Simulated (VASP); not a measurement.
A run of VASP 6.6.1 is set up as follows.

File INCAR:

```
SYSTEM = Zr4Ag
PREC = Accurate
ENCUT = 520
EDIFF = 1E-6
ISMEAR = 0
SIGMA = 0.2
LREAL = .FALSE.
LASPH = .TRUE.
NELM = 60
ALGO = Fast
ISIF = 2
LWAVE = .FALSE.
LCHARG = .TRUE.
GGA = PE
LELF = .TRUE.
LVHAR = .TRUE.
NBANDS = 38
```

KPOINTS

```
Automatic mesh
0
G
  4 4 4
  0 0 0
```

The input POSCAR:

```
Zr4Ag
1.0
   -3.1872665239      3.1872665239      3.1872665239
    3.1872665239     -3.1872665239      3.1872665239
    3.1872665239      3.1872665239     -3.1872665239
Zr Ag
4 1
Direct
    0.5000000000      0.5000000000      0.5000000000
    0.0000000000      0.0000000000      0.5000000000
    0.0000000000      0.5000000000      0.0000000000
    0.5000000000      0.0000000000      0.0000000000
    0.0000000000      0.0000000000      0.0000000000
```

Potentials or basis: VASP PAW PBE potentials, release 64 (Zr_sv, Ag).

The run is started by

```console
$ cat potpaw_PBE.64/Zr_sv/POTCAR potpaw_PBE.64/Ag/POTCAR > POTCAR
$ mpirun -np 1 vasp_std > vasp.out
```

Question: Predict the pressure.

Answer: 0.6 GPa.
